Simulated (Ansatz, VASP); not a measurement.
**One calculation of InSe, two programs**

```xyz
4
Lattice="1.9526 1.1031 8.3009 -2.0474 1.1231 8.3209 -0.0300 -2.3510 8.3282" Properties=species:S:1:pos:R:3 pbc="T T T"
In    0.0000    0.0000    0.0000
In   -0.0140   -0.0140    2.7994
Se   -0.0768   -0.0768   15.3567
Se   -0.1035   -0.1035   20.7085
```

Change from the starting cell: equal xy, yz and zx shear strains of -1 %, crystal datasets.

Alike in both runs: task electric field gradients; functional PBE; k mesh 7 × 7 × 7; occupations fermi-dirac, width 0.01 eV; no spin polarisation.

|  | VASP | Ansatz |
| --- | --- | --- |
| version | VASP 6.6.1 | Ansatz 0.2.0 |
| potentials or method | VASP PAW PBE potentials, release 64 (In_d, Se), cutoff 520 eV | all-electron PAW with datasets made for the crystal, scalar-relativistic |

|  | VASP | Ansatz | Ansatz less VASP |
| --- | --- | --- | --- |
| gap on the k mesh at the Fermi level (eV) | 0.73 | 0.74 | +0.013 |
| pressure (GPa) | 3.0 | 2.9 | -0.04 |
| traceless stress, the component that is largest in VASP (GPa) | -0.47 | -0.47 | +0.001 |
| rms of the force components (eV/Å) | 0.136 | 0.129 | -0.0076 |
| size of Vzz on the site where it differs most (V/Å²) | 62.1 | 65.1 | +2.96 |

Atom by atom the forces differ by 0.009 eV/Å (rms over components). Ansatz ran all-electron here, and VASP with PAW potentials.
